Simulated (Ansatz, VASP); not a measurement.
AgI: VASP beside Ansatz

```xyz
2
Lattice="0.0000 3.3432 3.3432 3.3432 0.0000 3.3432 3.3432 3.3432 0.0000" Properties=species:S:1:pos:R:3 pbc="T T T"
Ag    0.0000    0.0000    0.0000
I     5.0148    5.0148    5.0148
```

Alike in both runs: task single point; functional PBE; k mesh 8 × 8 × 8; occupations gaussian, width 0.02 eV; no spin polarisation.

|  | VASP | Ansatz |
| --- | --- | --- |
| version | VASP 6.6.1 | Ansatz 0.2.0 |
| potentials or method | VASP PAW PBE potentials, release 64 (Ag, I), cutoff 500 eV | scalar-relativistic, plane waves, PAW |
| valence electrons in the cell | 18 | 36 |

Ansatz gave:

| Item | Value |
| --- | --- |
| gap on the k mesh at the Fermi level (eV) | 1.35 |
| least direct gap on the mesh (eV) | 1.35 |
| pressure (GPa) | -0.6 |

Q: Estimate VASP's values.

A: gap on the k mesh at the Fermi level (eV): 1.35; least direct gap on the mesh (eV): 1.35; pressure (GPa): -0.7.

VASP's potentials hold 18 valence electrons a cell and Ansatz's 36, so a difference there can come from the potentials and not from the codes.

Spin-orbit coupling is off throughout.
